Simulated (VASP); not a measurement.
# CdS (F-43m) in VASP: further runs

The runs below take CdS through single point, with PBEsol, revPBE+D4, revPBE+D3(BJ).

All numbers are computed with VASP 6.6.1; they aren't measurements. Logs are shortened: lines on timing, memory, paths and dates and some standing lists are left out, and cuts for length are marked.

## 1. The cell of the first run

It takes space group F-43m (No. 216, cubic). The conventional cell has a = 5.863 Å, b = 5.863 Å, c = 5.863 Å, α = 90.00°, β = 90.00°, γ = 90.00°. Within 3.4 Å of Cd (site symmetry -43m) lie 4 S at 2.54 Å. S (site symmetry -43m) has 4 Cd at 2.54 Å within 3.4 Å.

## 2. Single point, PBEsol (volume scaled by 1.02)

Contents of INCAR:

```
SYSTEM = CdS
ALGO = Normal ; EDIFF = 1E-6
ENCUT = 520 ; GGA = PS
ISIF = 2 ; ISMEAR = 0
LASPH = .TRUE. ; LCHARG = .FALSE.
LREAL = .FALSE. ; LWAVE = .FALSE.
NBANDS = 16 ; NELM = 100
PREC = Accurate ; SIGMA = 0.05
```

Contents of KPOINTS:

```
k-points
0
G
  8 8 8
  0 0 0
```

Contents of POSCAR:

```
CdS
1.0
    0.0000000000      2.9314559211      2.9314559211
    2.9314559211      0.0000000000      2.9314559211
    2.9314559211      2.9314559211      0.0000000000
Cd S
1 1
Direct
    0.0000000000      0.0000000000      0.0000000000
    0.7500000000      0.7500000000      0.7500000000
```

Potentials or basis: VASP PAW PBE potentials, release 64 (Cd, S).

The run is started by

```
> cat potpaw_PBE.64/Cd/POTCAR potpaw_PBE.64/S/POTCAR > POTCAR
> mpirun -np 1 vasp_std > vasp.out
```

OUTCAR:

```text
SYSTEM = CdS
   EDIFF = 1E-6
   ENCUT = 520
   GGA = PS
   ISIF = 2
   ISMEAR = 0
   LASPH = .TRUE.
   LREAL = .FALSE.
   NELM = 100
   PREC = Accurate

 ion  position               nearest neighbor table
   1  0.000  0.000  0.000-   2 2.54   2 2.54   2 2.54   2 2.54
   2  0.750  0.750  0.750-   1 2.54   1 2.54   1 2.54   1 2.54

  LATTYP: Found a face centered cubic cell.
 ALAT       =     5.8629118422

  Lattice vectors:

 A1 = (   0.0000000000,   2.9314559211,   2.9314559211)
 A2 = (   2.9314559211,   0.0000000000,   2.9314559211)
 A3 = (   2.9314559211,   2.9314559211,   0.0000000000)

Analysis of symmetry for initial positions (statically):
=====================================================================
 Subroutine PRICEL returns:
 Original cell was already a primitive cell.

 Routine SETGRP: Setting up the symmetry group for a
 face centered cubic supercell.

 Subroutine GETGRP returns: Found 24 space group operations
 (whereof 24 operations were pure point group operations)
 out of a pool of 48 trial point group operations.

The static configuration has the point symmetry T_d .

Analysis of symmetry for dynamics (positions and initial velocities):
=====================================================================
 Subroutine PRICEL returns:
 Original cell was already a primitive cell.

 Routine SETGRP: Setting up the symmetry group for a
 face centered cubic supercell.

 Subroutine GETGRP returns: Found 24 space group operations
 (whereof 24 operations were pure point group operations)
 out of a pool of 48 trial point group operations.

The dynamic configuration has the point symmetry T_d .

 Subroutine INISYM returns: Found 24 space group operations
 (whereof 24 operations are pure point group operations),
 and found     1 'primitive' translations

----------------------------------------------------------------------------------------

                                     Primitive cell

  volume of cell :      50.3825

  direct lattice vectors                    reciprocal lattice vectors
     0.000000000  2.931455921  2.931455921    -0.170563711  0.170563711  0.170563711
     2.931455921  0.000000000  2.931455921     0.170563711 -0.170563711  0.170563711
     2.931455921  2.931455921  0.000000000     0.170563711  0.170563711 -0.170563711

  length of vectors
     4.145704721  4.145704721  4.145704721     0.295425013  0.295425013  0.295425013

  position of ions in fractional coordinates (direct lattice)
     0.000000000  0.000000000  0.000000000
     0.750000000  0.750000000  0.750000000

  ion indices of the primitive-cell ions
   primitive index   ion index
                 1           1
                 2           2

----------------------------------------------------------------------------------------

 KPOINTS: k-points

Automatic generation of k-mesh.
 Grid dimensions read from file:
 generate k-points for:    8    8    8

 Generating k-lattice:

  Cartesian coordinates                     Fractional coordinates (reciprocal lattice)
    -0.021320464  0.021320464  0.021320464     0.125000000  0.000000000  0.000000000
     0.021320464 -0.021320464  0.021320464     0.000000000  0.125000000  0.000000000
     0.021320464  0.021320464 -0.021320464     0.000000000  0.000000000  0.125000000

  Length of vectors
     0.036928127  0.036928127  0.036928127

  Shift w.r.t. Gamma in fractional coordinates (k-lattice)
     0.000000000  0.000000000  0.000000000

 Subroutine IBZKPT returns following result:
 ===========================================

 Found     29 irreducible k-points:

 Following reciprocal coordinates:
            Coordinates               Weight
  0.000000  0.000000  0.000000      1.000000
  0.125000  0.000000  0.000000      8.000000
  0.250000  0.000000  0.000000      8.000000
  0.375000  0.000000  0.000000      8.000000
  0.500000  0.000000  0.000000      4.000000
  0.125000  0.125000  0.000000      6.000000
[... 16 lines left out ...]
  0.500000  0.250000  0.125000     48.000000
 -0.375000  0.250000  0.125000     24.000000
 [... further k-points ...]
   k-points           NKPTS =     29   k-points in BZ     NKDIM =     29   number of bands    NBANDS=     16
   number of dos      NEDOS =    301   number of ions     NIONS =      2
   total plane-waves  NPLWV =  32768
   dimension x,y,z NGX =    32 NGY =   32 NGZ =   32
   dimension x,y,z NGXF=    64 NGYF=   64 NGZF=   64
   ions per type =               1   1
   NGX,Y,Z   is equivalent  to a cutoff of  12.83, 12.83, 12.83 a.u.
   NGXF,Y,Z  is equivalent  to a cutoff of  25.66, 25.66, 25.66 a.u.
 SYSTEM =  CdS
   PREC   = accura    normal or accurate (medium, high low for compatibility)
   ISTART =      0    job   : 0-new  1-cont  2-samecut
   ICHARG =      2    charge: 1-file 2-atom 10-const
   ISPIN  =      1    spin polarized calculation?
   LNONCOLLINEAR =      F non collinear calculations
   LSORBIT =      F    spin-orbit coupling
   LASPH  =      T    aspherical Exc in radial PAW
   ENCUT  =  520.0 eV  38.22 Ry    6.18 a.u.   7.71  7.71  7.71*2*pi/ulx,y,z
   NELM   =    100;   NELMIN=  2; NELMDL= -5     # of ELM steps
   EDIFF  = 0.1E-05   stopping-criterion for ELM
   LREAL  =      F    real-space projection
   EDIFFG = 0.1E-04   stopping-criterion for IOM
   NSW    =      0    number of steps for IOM
   IBRION =     -1    ionic relax: 0-MD 1-quasi-New 2-CG
   NFREE  =      0    steps in history (QN), initial steepest desc. (CG)
   ISIF   =      2    stress and relaxation
   ISYM   =      2    0-nonsym 1-usesym 2-fastsym
   POTIM  = 0.5000    time-step for ionic-motion
   TEBEG  =    0.0;   TEEND  =   0.0 temperature during run
   PSTRESS=    0.0 pullay stress
   NELECT =      18.0000    total number of electrons
   NUPDOWN=      -1.0000    fix difference up-down
   EMIN   =  10.00;   EMAX   =-10.00  energy-range for DOS
   EFERMI =   0.00;   METHOD = LEGACY
   ISMEAR =     0;   SIGMA  =   0.05  broadening in eV -4-tet -1-fermi 0-gaus
   EFERMI_NEDOS =   21; number of points for ismear=-14 and -15
   IALGO  =     38    algorithm
   IMIX   =      4    mixing-type and parameters
     AMIX     =   0.40;   BMIX     =  1.00
     AMIX_MAG =   1.60;   BMIX_MAG =  1.00
  volume/ion in A,a.u.               =      25.19       170.00
  Fermi-wavevector in a.u.,A,eV,Ry     =   1.161642  2.195185 18.359866  1.349412
  Thomas-Fermi vector in A             =   2.298212
   LORBIT       =      0    0 simple, 1 ext, 2 COOP (PROOUT), +10 PAW based schemes
   GGA     = PS    functional components
   LHFCALC =     F    Hartree Fock is set to
   AEXX    =    0.0000 exact exchange contribution
   IVDW    =     0    specifies the selected vdW correction
   LEPSILON=     F    determine dielectric tensor
   LRPA    =     F    only Hartree local field effects (RPA)
 non-spin polarized calculation
 Gauss-broadening in eV      SIGMA  =   0.05
  energy-cutoff  :      520.00
  volume of cell :       50.38
 maximum number of plane-waves:      1380
   NGX = 15   NGY = 15   NGZ = 15

 number of electron      18.0000005 magnetization

 Free energy of the ion-electron system (eV)
  ---------------------------------------------------
  ext. energy  EPLUGINS =         0.00000000
  ---------------------------------------------------
  free energy    TOTEN  =        -6.81200548 eV

  energy without entropy =       -6.81200548  energy(sigma->0) =       -6.81200548

 E-fermi :   1.3518     XC(G=0):  -9.3062

 val. band max:        1.0813224148   @ k =   0.0000   0.0000   0.0000
 cond. band min:       2.0573186031   @ k =   0.0000   0.0000   0.0000
 fundamental gap:      0.9759961883
 Fermi energy:         1.3517830792

 k-point     1 :       0.0000    0.0000    0.0000
  band No.  band energies     occupation
      1     -11.2091      2.00000
      2      -6.5916      2.00000
      3      -6.5916      2.00000
      4      -6.5916      2.00000
      5      -6.1242      2.00000
      6      -6.1242      2.00000
[... 8 lines left out ...]
     15      12.5030      0.00000
     16      12.5030      0.00000

 k-point     2 :       0.1250    0.0000    0.0000
  band No.  band energies     occupation
      1     -11.1473      2.00000
      2      -6.5697      2.00000
      3      -6.5697      2.00000
      4      -6.5397      2.00000
      5      -6.1253      2.00000
      6      -6.1253      2.00000
[... 8 lines left out ...]
     15      11.8732      0.00000
     16      12.8068      0.00000

 k-point     3 :       0.2500    0.0000    0.0000
  band No.  band energies     occupation
      1     -10.9973      2.00000
      2      -6.5222      2.00000
      3      -6.5222      2.00000
      4      -6.3527      2.00000
      5      -6.1203      2.00000
      6      -6.1203      2.00000
[... 8 lines left out ...]
     15      11.6278      0.00000
     16      12.1569      0.00000

 k-point     4 :       0.3750    0.0000    0.0000
  band No.  band energies     occupation
      1     -10.8471      2.00000
      2      -6.4857      2.00000
      3      -6.4857      2.00000
      4      -6.1009      2.00000
      5      -6.1009      2.00000
      6      -6.0073      2.00000
[... 8 lines left out ...]
     15      12.4824      0.00000
     16      12.4824      0.00000
[... 324 lines left out ...]
 k-point    22 :       0.3750    0.2500    0.1250
  band No.  band energies     occupation
      1     -10.8871      2.00000
      2      -6.4717      2.00000
      3      -6.4462      2.00000
      4      -6.2873      2.00000
      5      -6.1179      2.00000
      6      -6.0659      2.00000
[... 8 lines left out ...]
     15      13.0017      0.00000
     16      14.7465      0.00000

 k-point    23 :       0.5000    0.2500    0.1250
  band No.  band energies     occupation
      1     -10.7690      2.00000
      2      -6.4371      2.00000
      3      -6.4115      2.00000
      4      -6.1894      2.00000
      5      -6.0919      2.00000
      6      -5.8421      2.00000
[... 8 lines left out ...]
     15      13.7307      0.00000
     16      14.0854      0.00000

 k-point    24 :      -0.3750    0.2500    0.1250
  band No.  band energies     occupation
      1     -10.7207      2.00000
      2      -6.4326      2.00000
      3      -6.3950      2.00000
      4      -6.1502      2.00000
      5      -6.0986      2.00000
      6      -5.6453      2.00000
[... 8 lines left out ...]
     15      13.2268      0.00000
     16      14.1506      0.00000

 [... further k-points ...]

------------------------ aborting loop because EDIFF is reached ----------------------------------------

  FORCE on cell =-STRESS in cart. coord.  units (eV):
  Direction    XX          YY          ZZ          XY          YZ          ZX
  --------------------------------------------------------------------------------------
  -------------------------------------------------------------------------------------
  Total       -0.2524732     -0.2524732     -0.2524732     -0.0000000      0.0000000      0.0000000
  in kB       -8.0287094     -8.0287094     -8.0287094     -0.0000000      0.0000000      0.0000000
  external PRESSURE =      -8.0287094 kB  Pullay stress =       0.0000000 kB

 VOLUME and BASIS-vectors are now :
 -----------------------------------------------------------------------------
  energy-cutoff  :      520.00
  volume of cell :       50.38
      direct lattice vectors                 reciprocal lattice vectors
     0.000000000  2.931455921  2.931455921    -0.170563711  0.170563711  0.170563711
     2.931455921  0.000000000  2.931455921     0.170563711 -0.170563711  0.170563711
     2.931455921  2.931455921  0.000000000     0.170563711  0.170563711 -0.170563711

 POSITION                                       TOTAL-FORCE (eV/Angst)
 -----------------------------------------------------------------------------------
      0.00000      0.00000      0.00000         0.000000      0.000000     -0.000000
      4.39718      4.39718      4.39718        -0.000000     -0.000000      0.000000
 -----------------------------------------------------------------------------------
    total drift:                                0.000000      0.000000      0.000000

  FREE ENERGIE OF THE ION-ELECTRON SYSTEM (eV)
  ---------------------------------------------------
  free  energy   TOTEN  =        -6.8120054844 eV

  energy  without entropy=       -6.8120054844  energy(sigma->0) =       -6.81200548
```

Wall time 21 s (1 thread of AMD EPYC 7R43 (Zen 3), shared host); peak memory 0.15 GiB.

What came out:

```yaml
Free_energy: -6.8120 eV
Pressure: -0.8 GPa
Band_gap_on_the_k_mesh: 0.98 eV, direct
```

Caveat: the PAW data sets were made with another functional, which shifts forces and pressure a little.

## 3. Single point, revPBE+D4 (volume scaled by 1.04)

Contents of INCAR:

```
SYSTEM = CdS
ALGO = Normal
EDIFF = 1E-7
ENCUT = 520
GGA = RE
ISIF = 2
ISMEAR = 0
IVDW = 13
LASPH = .TRUE.
LCHARG = .FALSE.
LREAL = .FALSE.
LWAVE = .FALSE.
NBANDS = 16
NELM = 60
PREC = Accurate
SIGMA = 0.05
```

KPOINTS is that of step 2.

Contents of POSCAR:

```
CdS
1.0
    0.0000000000      2.9614296052      2.9614296052
    2.9614296052      0.0000000000      2.9614296052
    2.9614296052      2.9614296052      0.0000000000
Cd S
1 1
Direct
    0.0000000000      0.0000000000      0.0000000000
    0.7500000000      0.7500000000      0.7500000000
```

Potentials or basis: VASP PAW PBE potentials, release 64 (Cd, S).

The run is started by

```
> cat potpaw_PBE.64/Cd/POTCAR potpaw_PBE.64/S/POTCAR > POTCAR
> mpirun -np 1 vasp_std > vasp.out
```

OUTCAR:

```text
SYSTEM = CdS
   EDIFF = 1E-7
   ENCUT = 520
   GGA = RE
   ISIF = 2
   ISMEAR = 0
   IVDW = 13
   LASPH = .TRUE.
   LREAL = .FALSE.
   NELM = 60
   PREC = Accurate

 ion  position               nearest neighbor table
   1  0.000  0.000  0.000-   2 2.56   2 2.56   2 2.56   2 2.56
   2  0.750  0.750  0.750-   1 2.56   1 2.56   1 2.56   1 2.56

  LATTYP: Found a face centered cubic cell.
 ALAT       =     5.9228592104

  Lattice vectors:

 A1 = (   0.0000000000,   2.9614296052,   2.9614296052)
 A2 = (   2.9614296052,   0.0000000000,   2.9614296052)
 A3 = (   2.9614296052,   2.9614296052,   0.0000000000)

Analysis of symmetry for initial positions (statically):
=====================================================================
 Subroutine PRICEL returns:
 Original cell was already a primitive cell.

 Routine SETGRP: Setting up the symmetry group for a
 face centered cubic supercell.

 Subroutine GETGRP returns: Found 24 space group operations
 (whereof 24 operations were pure point group operations)
 out of a pool of 48 trial point group operations.

The static configuration has the point symmetry T_d .

[... 160 lines left out ...]
 E-fermi :   1.2843     XC(G=0):  -8.7445

 val. band max:        1.0231087955   @ k =   0.0000   0.0000   0.0000
 cond. band min:       2.2079951627   @ k =   0.0000   0.0000   0.0000
 fundamental gap:      1.1848863672
 Fermi energy:         1.2843380475

 k-point     1 :       0.0000    0.0000    0.0000
  band No.  band energies     occupation
      1     -11.0578      2.00000
      2      -6.5525      2.00000
      3      -6.5525      2.00000
      4      -6.5525      2.00000
      5      -6.1354      2.00000
      6      -6.1354      2.00000
[... 433 lines left out ...]
      3      -6.3748      2.00000
      4      -6.1545      2.00000
      5      -6.1112      2.00000
      6      -5.6914      2.00000
[... 8 lines left out ...]
     15      13.2841      0.00000
     16      14.0620      0.00000

 [... further k-points ...]

------------------------ aborting loop because EDIFF is reached ----------------------------------------

  DFT-D4 for vdW energy calculation

  Edisp (eV):   -1.03340

  FORCE on cell =-STRESS in cart. coord.  units (eV):
  Direction    XX          YY          ZZ          XY          YZ          ZX
  --------------------------------------------------------------------------------------
  -------------------------------------------------------------------------------------
  Total      -0.57779    -0.57779    -0.57779     0.00000     0.00000    -0.00000
  in kB     -17.82167   -17.82167   -17.82167     0.00000     0.00000    -0.00000
  external pressure =      -17.82 kB  Pullay stress =        0.00 kB

 VOLUME and BASIS-vectors are now :
 -----------------------------------------------------------------------------
  energy-cutoff  :      520.00
  volume of cell :       51.94
      direct lattice vectors                 reciprocal lattice vectors
     0.000000000  2.961429605  2.961429605    -0.168837375  0.168837375  0.168837375
     2.961429605  0.000000000  2.961429605     0.168837375 -0.168837375  0.168837375
     2.961429605  2.961429605  0.000000000     0.168837375  0.168837375 -0.168837375

 POSITION                                       TOTAL-FORCE (eV/Angst)
 -----------------------------------------------------------------------------------
      0.00000      0.00000      0.00000        -0.000000     -0.000000     -0.000000
      4.44214      4.44214      4.44214         0.000000      0.000000      0.000000
 -----------------------------------------------------------------------------------
    total drift:                                0.000001      0.000001      0.000001

  FREE ENERGIE OF THE ION-ELECTRON SYSTEM (eV)
  ---------------------------------------------------
  free  energy   TOTEN  =        -6.6141830393 eV

  energy  without entropy=       -6.6141830393  energy(sigma->0) =       -6.61418304
```

It took 24 s on 1 thread of AMD EPYC 7R43 (Zen 3), shared host; peak memory 0.15 GiB.

Results:

```
Free energy                : -6.6142 eV
Pressure                   : -1.8 GPa
Band gap on the k mesh     : 1.18 eV, direct
Dispersion energy per atom : -0.517 eV
```

Caveat: the PAW data sets were made with another functional, which shifts forces and pressure a little.

## 4. Single point, revPBE+D3(BJ) (volume scaled by 1.04)

Contents of INCAR:

```
ALGO = Normal
EDIFF = 1E-6
ENCUT = 520
GGA = RE
ISIF = 2
ISMEAR = 0
IVDW = 12
LASPH = T
LCHARG = F
LREAL = F
LWAVE = F
NBANDS = 16
NELM = 80
PREC = Accurate
SIGMA = 0.05
```

Contents of KPOINTS:

```
k-points
0
Gamma
  8 8 8
```

Contents of POSCAR:

```
CdS
1.0
    0.0000000000      2.9558739629      2.9558739629
    2.9558739629      0.0000000000      2.9558739629
    2.9558739629      2.9558739629      0.0000000000
Cd S
1 1
Direct
    0.0000000000      0.0000000000      0.0000000000
    0.7500000000      0.7500000000      0.7500000000
```

The run is started by

```
> cat potpaw_PBE.64/Cd/POTCAR potpaw_PBE.64/S/POTCAR > POTCAR
> mpirun -np 1 vasp_std > vasp.out
```

It took 24 s on 1 thread of AMD EPYC 7R43 (Zen 3), shared host; peak memory 0.15 GiB.

The run converged. Its results:

```yaml
Free_energy: -6.7049 eV
Pressure: -1.8 GPa
Band_gap_on_the_k_mesh: 1.20 eV, direct
Dispersion_energy_per_atom: -0.564 eV
```

Levels at points of the mesh, in eV from the valence-band top:
| k point | band 5 | band 6 | band 7 | band 8 | band 9 | band 10 | band 11 | band 12 | band 13 | band 14 |
| --- | --- | --- | --- | --- | --- | --- | --- | --- | --- | --- |
| (0.00, 0.00, 0.00) | -7.17 | -7.17 | 0.00 | 0.00 | 0.00 | 1.20 | 6.61 | 6.61 | 6.61 | 11.42 |
| (0.50, 0.00, 0.00) | -7.13 | -6.82 | -4.12 | -0.69 | -0.69 | 3.05 | 7.07 | 7.07 | 7.52 | 11.17 |
| (0.50, 0.50, 0.00) | -7.09 | -6.76 | -3.74 | -1.73 | -1.73 | 3.76 | 4.37 | 9.24 | 10.64 | 10.64 |

Caveat: the PAW data sets were made with another functional, which shifts forces and pressure a little.

(Continued in part 2 of 2.)
